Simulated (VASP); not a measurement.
# Ga (I-43d) in VASP: relaxation of cell and atoms with PBEsol

Aim: the relaxation of cell and atoms of Ga with PBEsol.

All numbers are computed with VASP 6.6.1; they aren't measurements. Logs are shortened: lines on timing, memory, paths and dates and some standing lists are left out, and cuts for length are marked.

**1. The cell of the first run**

The structure is cubic, space group I-43d (No. 220). Conventional cell: a = 5.951 Å, b = 5.951 Å, c = 5.951 Å, α = 90.00°, β = 90.00°, γ = 90.00°. Within 3.7 Å of Ga (site symmetry -4) lie 12 Ga at 2.78 to 3.33 Å.

**2. Relaxation of cell and atoms, PBEsol**

The input, INCAR:

```
SYSTEM = Ga
PREC = Accurate ; ENCUT = 600
EDIFF = 1E-7 ; ISMEAR = 0
SIGMA = 0.1 ; LREAL = .FALSE.
LASPH = .TRUE. ; NELM = 80
ALGO = Fast ; ISIF = 3
LWAVE = .FALSE. ; LCHARG = .FALSE.
GGA = PS ; IBRION = 2
NSW = 100 ; EDIFFG = -0.005
```

The input, KPOINTS:

```
regular mesh
0
G
  8 8 8
  0 0 0
```

The input, POSCAR:

```
Ga
1.0
   -2.9755000000      2.9755000000      2.9755000000
    2.9755000000     -2.9755000000      2.9755000000
    2.9755000000      2.9755000000     -2.9755000000
Ga
6
Direct
    0.2500000000      0.6250000000      0.3750000000
    0.3750000000      0.2500000000      0.6250000000
    0.7500000000      0.8750000000      0.1250000000
    0.1250000000      0.7500000000      0.8750000000
    0.6250000000      0.3750000000      0.2500000000
    0.8750000000      0.1250000000      0.7500000000
```

Potentials or basis: VASP PAW PBE potentials, release 64 (Ga_d).

On the command line:

```bash
> cat potpaw_PBE.64/Ga_d/POTCAR > POTCAR
> mpirun -np 1 vasp_std > vasp.out
```

OUTCAR:

```text
SYSTEM = Ga
   PREC = Accurate
   ENCUT = 600
   EDIFF = 1E-7
   ISMEAR = 0
   LREAL = .FALSE.
   LASPH = .TRUE.
   NELM = 80
   ISIF = 3
   GGA = PS
   IBRION = 2
   NSW = 100
   EDIFFG = -0.005

 ion  position               nearest neighbor table
   1  0.250  0.625  0.375-   2 2.78   2 2.78   4 2.78   5 2.78   4 2.78   6 2.78   6 2.78   5 2.78

   2  0.375  0.250  0.625-   5 2.78   1 2.78   5 2.78   6 2.78   1 2.78   6 2.78   3 2.78   3 2.78

   3  0.750  0.875  0.125-   6 2.78   4 2.78   5 2.78   6 2.78   5 2.78   4 2.78   2 2.78   2 2.78

   4  0.125  0.750  0.875-   3 2.78   1 2.78   3 2.78   6 2.78   1 2.78   5 2.78   6 2.78   5 2.78

   5  0.625  0.375  0.250-   1 2.78   2 2.78   3 2.78   2 2.78   3 2.78   4 2.78   1 2.78   4 2.78

   6  0.875  0.125  0.750-   2 2.78   3 2.78   4 2.78   3 2.78   2 2.78   1 2.78   4 2.78   1 2.78

  LATTYP: Found a body centered cubic cell.
 ALAT       =     5.9510000000

  Lattice vectors:

 A1 = (  -2.9755000000,   2.9755000000,   2.9755000000)
 A2 = (   2.9755000000,  -2.9755000000,   2.9755000000)
 A3 = (   2.9755000000,   2.9755000000,  -2.9755000000)

Analysis of symmetry for initial positions (statically):
=====================================================================
 Subroutine PRICEL returns:
 Original cell was already a primitive cell.

 Routine SETGRP: Setting up the symmetry group for a
 body centered cubic supercell.

 Subroutine GETGRP returns: Found 24 space group operations
 (whereof  3 operations were pure point group operations)
 out of a pool of 48 trial point group operations.

The static configuration has the point symmetry C_3 .
 The point group associated with its full space group is T_d .

Analysis of symmetry for dynamics (positions and initial velocities):
=====================================================================
 Subroutine PRICEL returns:
 Original cell was already a primitive cell.

 Routine SETGRP: Setting up the symmetry group for a
 body centered cubic supercell.

 Subroutine GETGRP returns: Found 24 space group operations
 (whereof  3 operations were pure point group operations)
 out of a pool of 48 trial point group operations.

The dynamic configuration has the point symmetry C_3 .
 The point group associated with its full space group is T_d .

 Subroutine INISYM returns: Found 24 space group operations
 (whereof  3 operations are pure point group operations),
[... 112 lines left out ...]
   POTIM  = 0.5000    time-step for ionic-motion
   TEBEG  =    0.0;   TEEND  =   0.0 temperature during run
   PSTRESS=    0.0 pullay stress
   NELECT =      78.0000    total number of electrons
   NUPDOWN=      -1.0000    fix difference up-down
   EMIN   =  10.00;   EMAX   =-10.00  energy-range for DOS
   EFERMI =   0.00;   METHOD = LEGACY
   ISMEAR =     0;   SIGMA  =   0.10  broadening in eV -4-tet -1-fermi 0-gaus
   EFERMI_NEDOS =   21; number of points for ismear=-14 and -15
   IALGO  =     68    algorithm
   IMIX   =      4    mixing-type and parameters
     AMIX     =   0.40;   BMIX     =  1.00
     AMIX_MAG =   1.60;   BMIX_MAG =  1.00
  volume/ion in A,a.u.               =      17.56       118.52
  Fermi-wavevector in a.u.,A,eV,Ry     =   1.480902  2.798500 29.838552  2.193072
  Thomas-Fermi vector in A             =   2.594879
   LORBIT       =      0    0 simple, 1 ext, 2 COOP (PROOUT), +10 PAW based schemes
   GGA     = PS    functional components
   LHFCALC =     F    Hartree Fock is set to
   AEXX    =    0.0000 exact exchange contribution
   IVDW    =     0    specifies the selected vdW correction
   LEPSILON=     F    determine dielectric tensor
   LRPA    =     F    only Hartree local field effects (RPA)
 conjugate gradient relaxation of ions
 non-spin polarized calculation
 RMM-DIIS sequential band-by-band and
 Gauss-broadening in eV      SIGMA  =   0.10
  energy-cutoff  :      600.00
  volume of cell :      105.38
 maximum number of plane-waves:      3564
 NGX is ok and might be reduce to    42
   NGX = 21   NGY = 21   NGZ = 21

--------------------------------------- Ionic step        1  -------------------------------------------

 number of electron      78.0000023 magnetization

 Free energy of the ion-electron system (eV)
  ---------------------------------------------------
  ext. energy  EPLUGINS =         0.00000000
  ---------------------------------------------------
  free energy    TOTEN  =       -19.98687059 eV

  energy without entropy =      -19.97322003  energy(sigma->0) =      -19.98004531

------------------------ aborting loop because EDIFF is reached ----------------------------------------

  FORCE on cell =-STRESS in cart. coord.  units (eV):
  Direction    XX          YY          ZZ          XY          YZ          ZX
  --------------------------------------------------------------------------------------
  -------------------------------------------------------------------------------------
  Total        0.3366100      0.3366100      0.3366100      0.0000000      0.0000000     -0.0000000
  in kB        5.1179703      5.1179703      5.1179703      0.0000000      0.0000000     -0.0000000
  external PRESSURE =       5.1179703 kB  Pullay stress =       0.0000000 kB
[... 67 lines left out ...]
--------------------------------------- Ionic step        3  -------------------------------------------

 number of electron      78.0000009 magnetization

 Free energy of the ion-electron system (eV)
  ---------------------------------------------------
  ext. energy  EPLUGINS =         0.00000000
  ---------------------------------------------------
  free energy    TOTEN  =       -19.98830595 eV

  energy without entropy =      -19.97472350  energy(sigma->0) =      -19.98151473

 E-fermi :   5.8954     XC(G=0): -11.4521

 val. band max:        5.8827412444   @ k =   0.1250   0.1250   0.0000
 cond. band min:       5.9803825988   @ k =  -0.3750  -0.3750   0.1250
 fundamental gap:      0.0976413544
 Fermi energy:         5.8953715468

 k-point     1 :       0.0000    0.0000    0.0000
  band No.  band energies     occupation
      1      -9.0951      2.00000
      2      -9.0550      2.00000
      3      -9.0550      2.00000
      4      -9.0191      2.00000
      5      -9.0191      2.00000
      6      -9.0191      2.00000
[... 1165 lines left out ...]
     45      10.4987      0.00000
     46      11.3323      0.00000

 [... further k-points ...]

------------------------ aborting loop because EDIFF is reached ----------------------------------------

  FORCE on cell =-STRESS in cart. coord.  units (eV):
  Direction    XX          YY          ZZ          XY          YZ          ZX
  --------------------------------------------------------------------------------------
  -------------------------------------------------------------------------------------
  Total       -0.0257228     -0.0257228     -0.0257228      0.0000000      0.0000000      0.0000000
  in kB       -0.3875463     -0.3875463     -0.3875463      0.0000000      0.0000000      0.0000000
  external PRESSURE =      -0.3875463 kB  Pullay stress =       0.0000000 kB
[... 21 lines left out ...]
  FREE ENERGIE OF THE ION-ELECTRON SYSTEM (eV)
  ---------------------------------------------------
  free  energy   TOTEN  =       -19.9883059531 eV

  energy  without entropy=      -19.9747234988  energy(sigma->0) =      -19.98151473

 reached required accuracy - stopping structural energy minimisation
```

OSZICAR:

```text
N       E                     dE             d eps       ncg     rms          rms(c)
DAV:   1     0.694468267002E+03    0.69447E+03   -0.39748E+04  2708   0.361E+03
DAV:   2     0.872100381680E+02   -0.60726E+03   -0.59319E+03  2668   0.733E+02
[... 27 lines left out ...]
DAV:   1    -0.199892105888E+02   -0.89849E-03   -0.12590E-02  3080   0.127E+00    0.176E-01
RMM:   2    -0.199884886380E+02    0.72195E-03   -0.14264E-03  2864   0.342E-01    0.789E-02
RMM:   3    -0.199883241088E+02    0.16453E-03   -0.32124E-04  2749   0.155E-01    0.159E-02
RMM:   4    -0.199883052083E+02    0.18901E-04   -0.39323E-05  3143   0.573E-02    0.399E-04
RMM:   5    -0.199883058265E+02   -0.61821E-06   -0.66252E-06  3546   0.204E-02    0.589E-04
RMM:   6    -0.199883059317E+02   -0.10523E-06   -0.10075E-06  2758   0.706E-03    0.323E-04
RMM:   7    -0.199883059531E+02   -0.21424E-07   -0.16961E-07  1534   0.377E-03
   3 F= -.19988306E+02 E0= -.19981515E+02  d E =-.143536E-02
```

CONTCAR:

```text
Ga
   1.00000000000000
    -2.9845713009643973    2.9845713009643973    2.9845713009643973
     2.9845713009643973   -2.9845713009643973    2.9845713009643973
     2.9845713009643973    2.9845713009643973   -2.9845713009643973
  Ga
     6
Direct
     0.2500000000000000    0.6250000000000000    0.3750000000000000
     0.3750000000000000    0.2500000000000000    0.6250000000000000
     0.7500000000000000    0.8750000000000000    0.1250000000000000
     0.1250000000000000    0.7500000000000000    0.8750000000000000
     0.6250000000000000    0.3750000000000000    0.2500000000000000
     0.8750000000000000    0.1250000000000000    0.7500000000000000

  0.00000000E+00  0.00000000E+00  0.00000000E+00
  0.00000000E+00  0.00000000E+00  0.00000000E+00
  0.00000000E+00  0.00000000E+00  0.00000000E+00
  0.00000000E+00  0.00000000E+00  0.00000000E+00
  0.00000000E+00  0.00000000E+00  0.00000000E+00
  0.00000000E+00  0.00000000E+00  0.00000000E+00
```

Wall time 8.3 min (1 thread of Intel Xeon Platinum 8259CL at 2.50GHz (Skylake/Cascade Lake), shared host); peak memory 0.33 GiB.

What came out:

| Property | Result |
| --- | --- |
| Free energy | -19.9883 eV |
| Relaxed volume | 17.72 Å³/atom |
| Relaxed cell | a = 5.169 Å, b = 5.169 Å, c = 5.169 Å, α = 109.47°, β = 109.47°, γ = 109.47° |
| Space group after relaxing (to 0.1 Å) | I-43d (No. 220) |
| Energy gained by relaxing | 0.2 meV/atom |
| Ionic steps | 3 |
| Pressure after relaxing | 0.0 GPa |
| Band gap on the k mesh | zero (bands 39 and 40 overlap by 3.92 eV) |

Step by step:
| step | energy change (eV) | largest force (eV/Å) | pressure (GPa) | volume (Å³) |
| --- | --- | --- | --- | --- |
| 1 | 0.0000 | 0.0000 | 0.51 | 105.38 |
| 2 | -0.0014 | 0.0000 | 0.05 | 106.23 |
| 3 | -0.0014 | 0.0000 | -0.04 | 106.34 |

Final structure:
```
CELL_PARAMETERS angstrom
-2.98457 2.98457 2.98457
2.98457 -2.98457 2.98457
2.98457 2.98457 -2.98457
ATOMIC_POSITIONS crystal
Ga 0.25000 0.62500 0.37500
Ga 0.37500 0.25000 0.62500
Ga 0.75000 0.87500 0.12500
Ga 0.12500 0.75000 0.87500
Ga 0.62500 0.37500 0.25000
Ga 0.87500 0.12500 0.75000
```

Levels at points of the mesh, in eV from the Fermi level:
```
           k point  band 35  band 36  band 37  band 38  band 39  band 40  band 41  band 42  band 43  band 44
(0.00, 0.00, 0.00)    -2.99    -2.99    -2.37    -2.37    -2.37    -1.99    -1.99    -1.99    -1.87     5.37
(0.50, 0.00, 0.00)    -4.68    -4.68    -0.91    -0.91    -0.34    -0.34     2.98     2.98     3.36     3.36
(0.50, 0.50, 0.50)    -7.14    -7.14     1.47     1.47     1.65     1.65     1.65     1.65     1.65     1.65
```

Caveat: the PAW data sets were made with another functional, which shifts forces and pressure a little.
